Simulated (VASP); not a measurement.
Input of a VASP 6.6.1 run:

INCAR

```
PREC = Accurate
ENCUT = 520
EDIFF = 1E-6
ISMEAR = -1
SIGMA = 0.28
LREAL = F
LASPH = T
NELM = 100
ALGO = Normal
ISIF = 2
LWAVE = F
LCHARG = F
GGA = PE
NBANDS = 17
```

File KPOINTS:

```
regular mesh
0
Gamma
  11 11 11
```

File POSCAR:

```
SnTe
1.0
    0.0000000000      3.1565000000      3.1565000000
    3.1565000000      0.0000000000      3.1565000000
    3.1565000000      3.1565000000      0.0000000000
Sn Te
1 1
Direct
    0.0000000000      0.0000000000      0.0000000000
    0.5000000000      0.5000000000      0.5000000000
```

Potentials or basis: VASP PAW PBE potentials, release 64 (Sn_d, Te).

Command:

```console
$ cat potpaw_PBE.64/Sn_d/POTCAR potpaw_PBE.64/Te/POTCAR > POTCAR
$ mpirun -np 1 vasp_std > vasp.out
```

(1) Predict the pressure.

## Answers

(1) 1.8 GPa.
